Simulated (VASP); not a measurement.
# Si3Sn: single point with PBE

Crystal: Si3Sn.

```
CELL_PARAMETERS angstrom
4.02148 0.00000 0.00000
0.00000 4.02148 0.00000
0.00000 0.00000 4.02148
ATOMIC_POSITIONS crystal
Si 0.50000 0.50000 0.00000
Si 0.50000 0.00000 0.50000
Si 0.00000 0.50000 0.50000
Sn 0.00000 0.00000 0.00000
```

The cell was built from a structure type or drawn by symmetry, and may not be a known phase.

```
Program             : VASP 6.6.1
Task                : single point
Functional          : PBE
Potentials or basis : VASP PAW PBE potentials, release 64 (Si, Sn_d)
Cutoff              : 520 eV
k mesh              : 4 × 4 × 4
Occupations         : gaussian, width 0.1 eV
Spin                : no spin polarisation
```

```yaml
Pressure: 12.4 GPa
Band_gap_on_the_k_mesh: zero (bands 13 and 14 overlap by 3.45 eV)
```

Levels at points of the mesh, in eV from the Fermi level:
```
           k point  band 11  band 12  band 13  band 14  band 15  band 16
(0.00, 0.00, 0.00)    -4.85    -4.34     1.99     1.99     1.99     3.29
(0.50, 0.00, 0.00)    -2.98    -2.98    -2.96    -1.46    -1.34     4.54
(0.50, 0.50, 0.00)    -0.78    -0.78    -0.54    -0.54    -0.49    -0.40
(0.50, 0.50, 0.50)    -6.92    -6.92    -6.66     6.68     6.68     6.68
```

Wall time 24 s on 1 thread of Intel Xeon 8259CL, with other jobs on the host, peak memory 0.17 GiB.

Caveat: the k points lie up to 0.39 Å⁻¹ apart, too coarse for converged energies and pressures of a metal; spin-orbit coupling is left out, which moves the levels of the heavy elements.
